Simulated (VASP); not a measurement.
A run of VASP 6.6.1 is set up as follows.

POSCAR

```
SnO
1.0
    3.8087037368      0.0000000000      0.0000000000
    0.0000000000      3.8087037368      0.0000000000
    0.0000000000      0.0000000000      4.9308709360
Sn O
2 2
Direct
    0.5000000000      0.0000000000      0.2325790935
    0.0000000000      0.5000000000      0.7674209065
    0.0000000000      0.0000000000      0.0000000000
    0.5000000000      0.5000000000      0.0000000000
```

The input INCAR.step1:

```
PREC = Accurate
ENCUT = 520
ISMEAR = 0
SIGMA = 0.01
LREAL = F
LASPH = T
NELM = 100
NBANDS = 28
GGA = PE
ALGO = Normal
EDIFF = 1E-4
LWAVE = T
LCHARG = F
```

The input INCAR.step2:

```
PREC = Accurate
ENCUT = 520
EDIFF = 1E-6
ISMEAR = 0
SIGMA = 0.01
LREAL = F
LASPH = T
NELM = 100
ALGO = Normal
ISIF = 2
LWAVE = F
LCHARG = F
METAGGA = R2SCAN
LMIXTAU = T
NBANDS = 28
ISTART = 1
```

KPOINTS

```
regular mesh
0
Gamma
  10 10 8
```

Potentials or basis: VASP PAW PBE potentials, release 64 (Sn_d, O).

Run with:

```bash
$ cat potpaw_PBE.64/Sn_d/POTCAR potpaw_PBE.64/O/POTCAR > POTCAR
$ cp INCAR.step1 INCAR
$ mpirun -np 1 vasp_std > vasp.out
$ cp INCAR.step2 INCAR
$ mpirun -np 1 vasp_std > vasp.out
```

Problem. Predict the pressure.

Solution. 0.6 GPa.

Problem. Predict the largest force.

Solution. 0.141 eV/Å.

Problem. What does it give for the band gap on the k mesh?

Solution. 0.37 eV, indirect (least direct gap 2.32 eV).

Forces in eV/Å, atoms in the order of the input:
```
Sn   0.000  0.000  0.141
Sn   0.000  0.000 -0.141
O    0.000  0.000  0.000
O    0.000  0.000  0.000
```

Caveat: the PAW data sets were made with another functional, which shifts forces and pressure a little; spin-orbit coupling is left out, which moves the levels of the heavy elements. A k mesh can miss the band edges.
